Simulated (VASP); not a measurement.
The system is Al3GaO6.

```xyz
10
Lattice="6.0941 -1.5153 0.0000 6.0941 1.5153 0.0000 -1.3831 0.0000 5.6181" Properties=species:S:1:pos:R:3 pbc="T T T"
Al    0.0041    0.0000    4.4641
Al    7.5935    0.0000    1.7642
Al    3.2116    0.0000    3.8539
Ga   10.8010    0.0000    1.1540
O     1.8531    0.0000    0.6169
O     8.9520    0.0000    5.0012
O     1.3333    0.0000    3.1641
O     9.4718    0.0000    2.4540
O     5.6892    0.0000    1.4416
O     5.1159    0.0000    4.1765
```

```yaml
Program: VASP 6.6.1
Task: relaxation of cell and atoms
Functional: PBEsol
Potentials_or_basis: VASP PAW PBE potentials, release 64 (Al, Ga_d, O)
Cutoff: 600 eV
k_mesh: 6 × 6 × 4
Occupations: gaussian, width 0.1 eV
Spin: no spin polarisation
```

At the start: pressure -12.9 GPa; volume 10.38 Å³/atom.

**Question.** How do energy, volume and symmetry change on relaxing?

**Answer.** Over 10 steps the energy falls by 41.6 meV/atom and the volume is 9.65 Å³/atom (-7.0 %); space group Cm (No. 8, to 0.1 Å) before and after.

Step by step:
```tsv
step	energy change (eV)	largest force (eV/Å)	pressure (GPa)	volume (Å³)
1	0.0000	1.1701	-12.87	103.76
2	-0.1962	0.9230	12.85	91.73
3	-0.3928	0.7717	0.74	96.42
4	-0.4077	0.4545	-0.27	96.56
5	-0.4125	0.1384	0.03	96.51
6	-0.4151	0.1330	-0.12	96.55
7	-0.4151	0.1281	-0.11	96.55
8	-0.4159	0.0600	0.01	96.48
9	-0.4159	0.0671	0.02	96.47
10	-0.4163	0.0400	0.02	96.46
```

Final structure:
```
CELL_PARAMETERS angstrom
5.95854 -1.46941 -0.02203
5.95854 1.46941 -0.02203
-1.37261 0.00000 5.51350
ATOMIC_POSITIONS crystal
Al 0.09068 0.09068 0.79527
Al 0.65959 0.65959 0.31685
Al 0.34107 0.34107 0.68245
Ga 0.90823 0.90823 0.20332
O 0.16281 0.16281 0.10869
O 0.83479 0.83479 0.88244
O 0.17286 0.17286 0.56563
O 0.82484 0.82484 0.44054
O 0.50095 0.50095 0.26056
O 0.50419 0.50419 0.74425
```

Caveat: the PAW data sets were made with another functional, which shifts forces and pressure a little; the relaxation stopped at a loose force limit of 0.05 eV/Å, so its end isn't a converged minimum.
